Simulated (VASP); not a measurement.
A run of VASP 6.6.1 is set up as follows.

File INCAR:

```
SYSTEM = Bi2Te2O
PREC = Accurate
ENCUT = 520
EDIFF = 1E-7
ISMEAR = 0
SIGMA = 0.1
LREAL = .FALSE.
LASPH = .TRUE.
NELM = 100
ALGO = Normal
ISIF = 2
LWAVE = .FALSE.
LCHARG = .FALSE.
GGA = PE
NBANDS = 32
```

Contents of KPOINTS:

```
Automatic mesh
0
G
  6 6 2
  0 0 0
```

The input POSCAR:

```
Bi2Te2O
1.0
    3.5028643967      0.0000000018      0.0000000000
   -1.7514321999      3.0335695526      0.0000000000
    0.0000000000      0.0000000000     13.7192971901
Bi Te O
2 2 1
Direct
    0.0000000000      0.0000000000      0.6521139737
    0.0000000000      0.0000000000      0.3478860263
    0.0000000000      0.0000000000      0.8983768352
    0.0000000000      0.0000000000      0.1016231648
    0.0000000000      0.0000000000      0.5000000000
```

Potentials or basis: VASP PAW PBE potentials, release 64 (Bi_d, Te, O).

Run with:

```sh
$ cat potpaw_PBE.64/Bi_d/POTCAR potpaw_PBE.64/Te/POTCAR potpaw_PBE.64/O/POTCAR > POTCAR
$ mpirun -np 1 vasp_std > vasp.out
```

Predict the largest force.

0.025 eV/Å.

What does it give for the band gap on the k mesh?

Zero (bands 24 and 25 overlap by 5.06 eV).

What does it give for the pressure?

0.0 GPa.

Stress tensor (GPa, compression positive):
```
-0.11  0.00  0.00
 0.00 -0.11  0.00
 0.00  0.00  0.15
```

Caveat: spin-orbit coupling is left out, which moves the levels of the heavy elements.
